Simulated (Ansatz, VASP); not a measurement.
**NaH: VASP beside Ansatz**

```
CELL_PARAMETERS angstrom
3.11027 0.00000 0.00000
0.00000 2.79998 0.00000
0.00000 0.00000 2.95512
ATOMIC_POSITIONS crystal
Na 0.00000 0.00000 0.00000
H 0.50000 0.50000 0.50000
```

Change from the starting cell: strain +0.0525 x Voigt [1, -1, 0, 0, 0, 0], atoms carried along.

Alike in both runs: task single point; functional PBE; k mesh 10 × 10 × 10; occupations gaussian, width 0.05 eV; no spin polarisation.

|  | VASP | Ansatz |
| --- | --- | --- |
| version | VASP 6.6.1 | Ansatz 0.2.0 |
| potentials or method | VASP PAW PBE potentials, release 64 (Na_pv, H), cutoff 520 eV | scalar-relativistic, plane waves, PAW |
| valence electrons in the cell | 8 | 10 |

|  | VASP | Ansatz | Ansatz less VASP |
| --- | --- | --- | --- |
| gap on the k mesh at the Fermi level (eV) | 0.48 | 0.48 | +0.004 |
| least direct gap on the mesh (eV) | 4.25 | 4.26 | +0.006 |
| pressure (GPa) | 0.3 | 0.4 | +0.06 |
| traceless stress, the component that is largest in VASP (GPa) | 6.04 | 6.03 | -0.006 |

VASP's potentials hold 8 valence electrons a cell and Ansatz's 10, so a difference there can come from the potentials and not from the codes.
